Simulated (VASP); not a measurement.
# Zr (P6_3/mmc) in VASP: elastic constants with PBEsol

Aim: the elastic constants of Zr with PBEsol.

All numbers are computed with VASP 6.6.1; they aren't measurements. Logs are shortened: lines on timing, memory, paths and dates and some standing lists are left out, and cuts for length are marked.

### 1 The cell of the first run

The structure is hexagonal, space group P6_3/mmc (No. 194). The conventional cell has a = 3.184 Å, b = 3.184 Å, c = 5.118 Å, α = 90.00°, β = 90.00°, γ = 120.00°. Zr (site symmetry -6m2) has 12 Zr at 3.15 to 3.18 Å within 4.1 Å.

### 2 Elastic constants, PBEsol

Input file INCAR:

```
ALGO     = Normal         # electronic algorithm
EDIFF    = 1E-8           # SCF threshold, eV
ENCUT    = 600            # plane-wave cutoff, eV
GGA      = PS             # functional
IBRION   = 6              # ionic algorithm
ISIF     = 3              # what is computed and relaxed
ISMEAR   = -1             # smearing method
KPAR     = 4            
LASPH    = T              # aspherical terms in the spheres
LCHARG   = F              # write CHGCAR
LREAL    = F              # projectors in reciprocal space
LWAVE    = F              # write WAVECAR
NBANDS   = 19             # bands
NELM     = 80             # most SCF steps
NFREE    = 2            
NSW      = 1              # ionic steps
POTIM    = 0.015          # step
PREC     = Accurate       # precision mode
SIGMA    = 0.08           # smearing width, eV
```

Input file KPOINTS:

```
k-points
0
Gamma
  16 16 8
```

Input file POSCAR:

```
Zr
1.0
    3.1835212137      0.0000000000      0.0000000000
   -1.5917606068      2.7570102446      0.0000000000
    0.0000000000      0.0000000000      5.1184635507
Zr
2
Direct
    0.3333333333      0.6666666667      0.2500000000
    0.6666666667      0.3333333333      0.7500000000
```

Potentials or basis: VASP PAW PBE potentials, release 64 (Zr_sv).

Launch:

```sh
cat potpaw_PBE.64/Zr_sv/POTCAR > POTCAR
mpirun -np 4 vasp_std > vasp.out
```

OUTCAR:

```text
EDIFF = 1E-8
   ENCUT = 600
   GGA = PS
   IBRION = 6
   ISIF = 3
   ISMEAR = -1
   LASPH = T
   LREAL = F
   NELM = 80
   NFREE = 2
   NSW = 1
   POTIM = 0.015
   PREC = Accurate

 ion  position               nearest neighbor table
   1  0.333  0.667  0.250-   2 3.15   2 3.15   2 3.15   2 3.15   2 3.15   2 3.15
   2  0.667  0.333  0.750-   1 3.15   1 3.15   1 3.15   1 3.15   1 3.15   1 3.15

  LATTYP: Found a hexagonal cell.
 ALAT       =     3.1835212137
 C/A-ratio  =     1.6077994168

  Lattice vectors:

 A1 = (   3.1835212137,   0.0000000000,   0.0000000000)
 A2 = (  -1.5917606068,   2.7570102446,   0.0000000000)
 A3 = (   0.0000000000,   0.0000000000,   5.1184635507)

Analysis of symmetry for initial positions (statically):
=====================================================================
 Subroutine PRICEL returns:
 Original cell was already a primitive cell.

 Routine SETGRP: Setting up the symmetry group for a
 hexagonal supercell.

 Subroutine GETGRP returns: Found 24 space group operations
 (whereof 12 operations were pure point group operations)
 out of a pool of 24 trial point group operations.

The static configuration has the point symmetry D_3d.
 The point group associated with its full space group is D_6h.

Analysis of symmetry for dynamics (positions and initial velocities):
=====================================================================
 Subroutine PRICEL returns:
 Original cell was already a primitive cell.

 Routine SETGRP: Setting up the symmetry group for a
 hexagonal supercell.

 Subroutine GETGRP returns: Found 24 space group operations
 (whereof 12 operations were pure point group operations)
 out of a pool of 24 trial point group operations.

The dynamic configuration has the point symmetry D_3d.
 The point group associated with its full space group is D_6h.

 Subroutine INISYM returns: Found 24 space group operations
 (whereof 12 operations are pure point group operations),
 and found     1 'primitive' translations

----------------------------------------------------------------------------------------

                                     Primitive cell

  volume of cell :      44.9248

  direct lattice vectors                    reciprocal lattice vectors
     3.183521214  0.000000000  0.000000000     0.314117586  0.181355873  0.000000000
    -1.591760607  2.757010245  0.000000000     0.000000000  0.362711746  0.000000000
     0.000000000  0.000000000  5.118463551     0.000000000  0.000000000  0.195371128

  length of vectors
     3.183521214  3.183521214  5.118463551     0.362711746  0.362711746  0.195371128

  position of ions in fractional coordinates (direct lattice)
     0.333333333  0.666666667  0.250000000
     0.666666667  0.333333333  0.750000000

  ion indices of the primitive-cell ions
   primitive index   ion index
                 1           1
                 2           2

----------------------------------------------------------------------------------------

 KPOINTS: k-points

Automatic generation of k-mesh.
 Grid dimensions read from file:
 generate k-points for:   16   16    8

 Generating k-lattice:

  Cartesian coordinates                     Fractional coordinates (reciprocal lattice)
     0.019632349  0.011334742  0.000000000     0.062500000  0.000000000  0.000000000
     0.000000000  0.022669484  0.000000000     0.000000000  0.062500000  0.000000000
     0.000000000  0.000000000  0.024421391     0.000000000  0.000000000  0.125000000

  Length of vectors
     0.022669484  0.022669484  0.024421391

  Shift w.r.t. Gamma in fractional coordinates (k-lattice)
     0.000000000  0.000000000  0.000000000

 Subroutine IBZKPT returns following result:
 ===========================================

[... 72 lines left out ...]
   GGA     = PS    functional components
   LHFCALC =     F    Hartree Fock is set to
   AEXX    =    0.0000 exact exchange contribution
   IVDW    =     0    specifies the selected vdW correction
   LEPSILON=     F    determine dielectric tensor
   LRPA    =     F    only Hartree local field effects (RPA)
 finite differences with symmetry
 non-spin polarized calculation
  energy-cutoff  :      600.00
  volume of cell :       44.92
 maximum number of plane-waves:      1522
 NGX is ok and might be reduce to    28
   NGX = 13   NGY = 13   NGZ = 21

--------------------------------------- Ionic step        1  -------------------------------------------

 number of electron      24.0000000 magnetization

 Free energy of the ion-electron system (eV)
  ---------------------------------------------------
  ext. energy  EPLUGINS =         0.00000000
  ---------------------------------------------------
  free energy    TOTEN  =       -18.18484797 eV

  energy without entropy =      -18.14214131  energy(sigma->0) =      -18.16349464

------------------------ aborting loop because EDIFF is reached ----------------------------------------

  FORCE on cell =-STRESS in cart. coord.  units (eV):
  Direction    XX          YY          ZZ          XY          YZ          ZX
  --------------------------------------------------------------------------------------
  -------------------------------------------------------------------------------------
  Total        0.0181029      0.0181029      0.0190202      0.0000000     -0.0000000      0.0000000
  in kB        0.6456152      0.6456152      0.6783284      0.0000000     -0.0000000      0.0000000
  external PRESSURE =       0.6565196 kB  Pullay stress =       0.0000000 kB
[... 89 lines left out ...]
  FREE ENERGIE OF THE ION-ELECTRON SYSTEM (eV)
  ---------------------------------------------------
  free  energy   TOTEN  =       -18.1795161543 eV

  energy  without entropy=      -18.1364960376  energy(sigma->0) =      -18.15800610

[... ionic steps 4 to 14 ...]

--------------------------------------- Ionic step       15  -------------------------------------------

 number of electron      24.0000000 magnetization

------------------------ aborting loop because EDIFF is reached ----------------------------------------
[... 67 lines left out ...]
--------------------------------------- Ionic step       17  -------------------------------------------

 number of electron      24.0000000 magnetization

 Free energy of the ion-electron system (eV)
  ---------------------------------------------------
  ext. energy  EPLUGINS =         0.00000000
  ---------------------------------------------------
  free energy    TOTEN  =       -18.18434147 eV

  energy without entropy =      -18.14164869  energy(sigma->0) =      -18.16299508

 E-fermi :   9.2489     XC(G=0): -11.3667

 val. band max:        9.2484986121   @ k =   0.3750   0.2500   0.5000
 cond. band min:       9.2550887016   @ k =   0.3125   0.2500   0.5000
 fundamental gap:      0.0065900895
 Fermi energy:         9.2489187458

 k-point     1 :       0.0000    0.0000    0.0000
  band No.  band energies     occupation
      1     -39.3957      2.00000
      2     -39.2207      2.00000
      3     -18.0053      2.00000
      4     -17.0253      2.00000
      5     -17.0253      2.00000
      6     -16.8851      2.00000
[... 505 lines left out ...]
      6     -17.2719      2.00000
[... 11 lines left out ...]
     18      14.3465      0.00000
     19      14.6800      0.00000

 [... further k-points ...]

------------------------ aborting loop because EDIFF is reached ----------------------------------------

  FORCE on cell =-STRESS in cart. coord.  units (eV):
  Direction    XX          YY          ZZ          XY          YZ          ZX
  --------------------------------------------------------------------------------------
  -------------------------------------------------------------------------------------
  Total        0.0202444      0.0202444      0.0224066      0.0000000      0.0000000     -0.0000000
  in kB        0.7219873      0.7219873      0.7990994      0.0000000      0.0000000     -0.0000000
  external PRESSURE =       0.7476913 kB  Pullay stress =       0.0000000 kB
[... 17 lines left out ...]
  FREE ENERGIE OF THE ION-ELECTRON SYSTEM (eV)
  ---------------------------------------------------
  free  energy   TOTEN  =       -18.1843414702 eV

  energy  without entropy=      -18.1416486943  energy(sigma->0) =      -18.16299508

 INTERNAL STRAIN TENSORS FROM STRAINED CELLS
 ============================================

 INTERNAL STRAIN TENSOR FOR ION    1 for displacements in x,y,z  (eV/Angst):
          X           Y           Z          XY          YZ          ZX
  --------------------------------------------------------------------------------
  x    -0.00000     0.00000    -0.00000    -1.83320     0.00000     0.00000
  y    -1.83507     1.83276    -0.00000    -0.00005     0.00012     0.00034
  z     0.00000     0.00000     0.00000     0.00000     0.00019    -0.00000

 INTERNAL STRAIN TENSORS FROM DISPLACED ATOMS
 ============================================

 INTERNAL STRAIN TENSOR FOR ION    1 for displacements in x,y,z  (eV/Angst):
          X           Y           Z          XY          YZ          ZX
  --------------------------------------------------------------------------------
  x    -0.00000     0.00000     0.00000    -1.82502     0.00000     0.00000
  y    -1.82502     1.82502     0.00000     0.00000     0.00000     0.00000
  z     0.00000    -0.00000     0.00000    -0.00000    -0.00000     0.00000

 INTERNAL STRAIN TENSOR FOR ION    2 for displacements in x,y,z  (eV/Angst):
          X           Y           Z          XY          YZ          ZX
  --------------------------------------------------------------------------------
  x     0.00000    -0.00000    -0.00000     1.82502     0.00000     0.00000
  y     1.82502    -1.82502    -0.00000    -0.00000     0.00000     0.00000
  z    -0.00000     0.00000    -0.00000     0.00000     0.00000    -0.00000

 Eigenvectors and eigenvalues of the dynamical matrix
 ----------------------------------------------------

   1 f  =    4.916521 THz    30.891414 2PiTHz  163.997497 cm-1    20.333089 meV
             X         Y         Z           dx          dy          dz
     -0.000000  1.838007  1.279616    -0.000000    0.000000   -0.707107
      1.591761  0.919003  3.838848     0.000000    0.000000    0.707107
[... 11 lines left out ...]
   4 f  =    0.000000 THz     0.000000 2PiTHz    0.000000 cm-1     0.000000 meV
             X         Y         Z           dx          dy          dz
     -0.000000  1.838007  1.279616     0.000000   -0.000000    0.707107
      1.591761  0.919003  3.838848    -0.000000    0.000000    0.707107

   5 f/i=    0.000000 THz     0.000000 2PiTHz    0.000000 cm-1     0.000000 meV
             X         Y         Z           dx          dy          dz
     -0.000000  1.838007  1.279616    -0.029357   -0.706497   -0.000000
      1.591761  0.919003  3.838848    -0.029357   -0.706497    0.000000

   6 f/i=    0.000000 THz     0.000000 2PiTHz    0.000001 cm-1     0.000000 meV
             X         Y         Z           dx          dy          dz
     -0.000000  1.838007  1.279616    -0.706497    0.029357   -0.000000
      1.591761  0.919003  3.838848    -0.706497    0.029357    0.000000

--------------------------------------------------------------------------------------------------------

 ELASTIC MODULI CONTR FROM IONIC RELAXATION (kBar)
 Direction    XX          YY          ZZ          XY          YZ          ZX
 --------------------------------------------------------------------------------
 XX        -165.1766    165.1766      0.0000     -0.0000      0.0000     -0.0000
 YY         165.1766   -165.1766     -0.0000     -0.0000     -0.0000      0.0000
 ZZ           0.0000     -0.0000     -0.0000      0.0000      0.0000     -0.0000
 XY          -0.0000     -0.0000      0.0000   -165.1766      0.0000     -0.0000
 YZ           0.0000     -0.0000      0.0000      0.0000     -0.0000      0.0000
 ZX          -0.0000      0.0000     -0.0000     -0.0000      0.0000     -0.0000
 --------------------------------------------------------------------------------

 TOTAL ELASTIC MODULI (kBar)
 Direction    XX          YY          ZZ          XY          YZ          ZX
 --------------------------------------------------------------------------------
 XX        1399.9763    751.3771    723.5880      0.0000      0.0000      0.0000
 YY         751.3771   1399.9763    723.5880      0.0000     -0.0000     -0.0000
 ZZ         723.5880    723.5880   1747.7898      0.0000      0.0000      0.0000
 XY           0.0000      0.0000      0.0000    324.2996      0.0000     -0.0000
 YZ           0.0000     -0.0000      0.0000     -0.0000    233.9802      0.0000
 ZX          -0.0000     -0.0000     -0.0000     -0.0000      0.0000    233.9802
 --------------------------------------------------------------------------------
```

Wall time 28 min (4 MPI ranks of Oxide Virtual Turin-like, shared host); peak memory 0.95 GiB.

What came out:

| Property | Result |
| --- | --- |
| Voigt bulk modulus | 99 GPa |
| Highest phonon frequency at Γ | 164 cm⁻¹ |

Phonon frequencies in cm⁻¹ (negative: imaginary):
```csv
q point,frequencies
"(0.000, 0.000, 0.000)",0 0 0 65 65 164
```

Elastic tensor in Voigt notation (GPa, in the Cartesian axes of the cell as first typed):
```
140  75  72   0   0   0
 75 140  72   0   0   0
 72  72 175   0   0   0
  0   0   0  23   0   0
  0   0   0   0  23   0
  0   0   0   0   0  32
```

Clamped-ion elastic tensor (GPa):
```
157  59  72   0   0   0
 59 157  72   0   0   0
 72  72 175   0   0   0
  0   0   0  23   0   0
  0   0   0   0  23   0
  0   0   0   0   0  49
```

Caveat: the PAW data sets were made with another functional, which shifts forces and pressure a little.
